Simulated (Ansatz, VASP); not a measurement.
**CdSe: VASP beside Ansatz**

INCAR

```
ALGO = Normal ; EDIFF = 1E-8
ENCUT = 520 ; GGA = PE
ISIF = 2 ; ISMEAR = -1
LASPH = True ; LCHARG = False
LEFG = True ; LREAL = False
LWAVE = False ; NBANDS = 16
NELM = 60 ; PREC = Accurate
SIGMA = 0.03
```

The input KPOINTS:

```
k-points
0
Gamma
  8 8 8
```

File POSCAR:

```
CdSe
1.0
    0.0000000000      3.0702711986      2.9781630626
    3.0702711986      0.0000000000      2.9781630626
    3.0702711986      3.0702711986      0.0000000000
Cd Se
1 1
Direct
    0.0000000000      0.0000000000      0.0000000000
    0.2500000000      0.2500000000      0.2500000000
```

Input for Ansatz:

```yaml
crystal:
  lattice:
    - [0.0, 3.0702711986, 2.9781630626]
    - [3.0702711986, 0.0, 2.9781630626]
    - [3.0702711986, 3.0702711986, 0.0]
  atoms:
    - { symbol: Cd, position: [0.0, 0.0, 0.0] }
    - { symbol: Se, position: [0.25, 0.25, 0.25] }
kpoints:
  mp_grid: { grid: [8, 8, 8] }
scf:
  occupations: { method: fermi_dirac, width: 0.03 }
hamiltonian:
  xc: pbe
  pseudopotentials: { kind: all_electron, datasets: crystal }
output:
  forces: true
  stress: true
  eigenvalues: true
  efg: { contact_densities: true }
```

Change from the starting cell: zz strain of -3 %, crystal datasets.

Alike in both runs: task electric field gradients; functional PBE; k mesh 8 × 8 × 8; occupations fermi-dirac, width 0.03 eV; no spin polarisation.

|  | VASP | Ansatz |
| --- | --- | --- |
| version | VASP 6.6.1 | Ansatz 0.2.0 |
| potentials or method | VASP PAW PBE potentials, release 64 (Cd, Se), cutoff 520 eV | all-electron PAW with datasets made for the crystal, scalar-relativistic |

```csv
,VASP,Ansatz,Ansatz less VASP
pressure (GPa),3.2,2.9,-0.30
"traceless stress, the component that is largest in VASP (GPa)",0.27,0.27,+0.006
size of Vzz on the site where it differs most (V/Å²),11.5,11.9,+0.46
```

Ansatz ran all-electron here, and VASP with PAW potentials.
